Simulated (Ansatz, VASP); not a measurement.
Te5W: VASP beside Ansatz

```xyz
6
Lattice="0.0000 4.3477 4.3477 4.3477 0.0000 4.3477 4.3477 4.3477 0.0000" Properties=species:S:1:pos:R:3 pbc="T T T"
Te    5.4433    5.4433    5.4433
Te    5.4433    3.2521    3.2521
Te    3.2521    3.2521    5.4433
Te    3.2521    5.4433    3.2521
Te    2.1739    2.1739    2.1739
W     0.0000    0.0000    0.0000
```

Change from the starting cell: species swapped into the DyCu5 type (F-43m, No. 216).

Alike in both runs: functional PBE; k mesh 8 × 8 × 8; occupations gaussian, width 0.1 eV; no spin polarisation.

Ansatz relaxed the structure, and its values are those at the end. VASP's run is a single point on that final structure, the one shown.

|  | VASP | Ansatz |
| --- | --- | --- |
| version | VASP 6.6.1 | Ansatz 0.2.0 |
| potentials or method | VASP PAW PBE potentials, release 64 (Te, W_sv), cutoff 500 eV | scalar-relativistic, plane waves, PAW |
| valence electrons in the cell | 44 | 94 |

```tsv
	VASP	Ansatz	Ansatz less VASP
gap on the k mesh at the Fermi level (eV)	none	none	-
pressure (GPa)	-0.1	0.0	+0.08
```

A gap of «none» marks a metal or a gap that the smearing closes. VASP's potentials hold 44 valence electrons a cell and Ansatz's 94, so a difference there can come from the potentials and not from the codes.

Neither program's run includes spin-orbit coupling.
